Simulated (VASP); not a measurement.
## LuTl3: single point with PBE

System: LuTl3.

```xyz
8
Lattice="5.8424 0.7937 0.1638 0.4337 6.1062 -0.0182 0.0144 -2.1479 5.9848" Properties=species:S:1:pos:R:3 pbc="T T T"
Lu    0.4496    0.7006    2.8322
Lu    5.2598    2.9437    0.1693
Tl    0.8832    3.7476    2.2258
Tl    5.3473    3.7283    4.8748
Tl    3.0635   -0.1865    4.2536
Tl    2.0614    3.8795    5.6203
Tl    4.1337    5.5375    1.4589
Tl    3.4144    2.7056    3.0238
```

```
Program                : VASP 6.6.1
Task                   : single point
Functional             : PBE
Potentials or basis    : VASP PAW PBE potentials, release 64 (Lu, Tl_d)
Cutoff                 : 520 eV
k mesh                 : 3 × 3 × 3
Occupations            : fermi-dirac, width 0.1 eV
Spin                   : no spin polarisation
Dipole correction      : no
Further INCAR settings : ALGO = Normal; EDIFF = 1e-06; NBANDS = 74
```

```yaml
Pressure: 10.3 GPa
Largest_force: 1.471 eV/Å
Band_gap_on_the_k_mesh: zero (bands 64 and 65 overlap by 0.09 eV)
```

Forces in eV/Å, atoms in the order of the input:
```
Lu   0.219 -0.387 -0.393
Lu  -0.129 -0.375 -0.269
Tl   0.501  0.436 -0.434
Tl   0.467 -0.231  0.476
Tl  -0.155  1.395  0.441
Tl  -0.766 -0.080  0.392
Tl  -0.203  0.285  0.669
Tl   0.066 -1.042 -0.882
```

Stress tensor (GPa, compression positive):
```
12.13 -0.33  2.29
-0.33  7.83 -1.71
 2.29 -1.71 10.90
```

Levels at points of the mesh, in eV from the Fermi level:
```
           k point  band 61  band 62  band 63  band 64  band 65  band 66  band 67  band 68
(0.00, 0.00, 0.00)    -1.67    -1.26    -0.80    -0.38     0.08     0.20     0.66     1.08
```

Wall time 2.5 min on 1 thread of Intel(R) Xeon(R) 6975P-C (Granite Rapids) (shared host), peak memory 0.41 GiB.

Caveat: the k points lie up to 0.37 Å⁻¹ apart; spin-orbit coupling is left out, which moves the levels of the heavy elements.
